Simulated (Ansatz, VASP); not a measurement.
O in VASP and in Ansatz

The input INCAR:

```
SYSTEM = O
ALGO = Normal
EDIFF = 1E-7
ENCUT = 520
GGA = PS
ISIF = 2
ISMEAR = 0
LASPH = .True.
LCHARG = .False.
LREAL = .False.
LWAVE = .False.
NBANDS = 20
NELM = 60
PREC = Accurate
SIGMA = 0.05
```

File KPOINTS:

```
k-points
0
Gamma
  6 6 6
  0 0 0
```

Contents of POSCAR:

```
O
1.0
    3.8922577200      0.0000000000      0.0000000000
    0.0000000000      3.7894570000      0.0000000000
   -0.9966562300      0.0000000000      2.9238805431
O
4
Direct
    0.3329660000      0.6941230000      0.6812950000
    0.6670340000      0.6941230000      0.8187050000
    0.6670340000      0.3058770000      0.3187050000
    0.3329660000      0.3058770000      0.1812950000
```

Input for Ansatz:

```yaml
crystal:
  lattice:
    - [3.89225772, 0.0, 0.0]
    - [0.0, 3.789457, 0.0]
    - [-0.99665623, 0.0, 2.9238805430999997]
  atoms:
    - { symbol: O, position: [0.332966, 0.694123, 0.681295] }
    - { symbol: O, position: [0.667034, 0.694123, 0.818705] }
    - { symbol: O, position: [0.667034, 0.305877, 0.318705] }
    - { symbol: O, position: [0.332966, 0.305877, 0.181295] }
basis:
  ecutwfc: 520.0
kpoints:
  mp_grid:
    grid: [6, 6, 6]
hamiltonian:
  xc: pbesol
scf:
  occupations:
    method: gaussian
    width: 0.05
output:
  stress: true
```

Alike in both runs: task single point; functional PBEsol; k mesh 6 × 6 × 6; occupations gaussian, width 0.05 eV; no spin polarisation.

|  | VASP | Ansatz |
| --- | --- | --- |
| version | VASP 6.6.1 | Ansatz 0.2.0 |
| potentials or method | VASP PAW PBE potentials, release 64 (O), cutoff 520 eV | plane waves, PAW |
| valence electrons in the cell | 24 | 24 |

Ansatz gave:

```
pressure (GPa)                                                : -4.0
traceless stress, the component that is largest in VASP (GPa) : 4.89
```

Q: Estimate VASP's values.

A: Pressure (GPa): -0.7; traceless stress, the component that is largest in VASP (GPa): 1.34.

VASP's potentials were made for PBE, not for PBEsol. The functional is the same, so the differences come from potentials, cutoffs and numerics.

Noted on VASP's run: the standard files for N, O and F lose accuracy on very short bonds; spin is off for a triplet molecule.
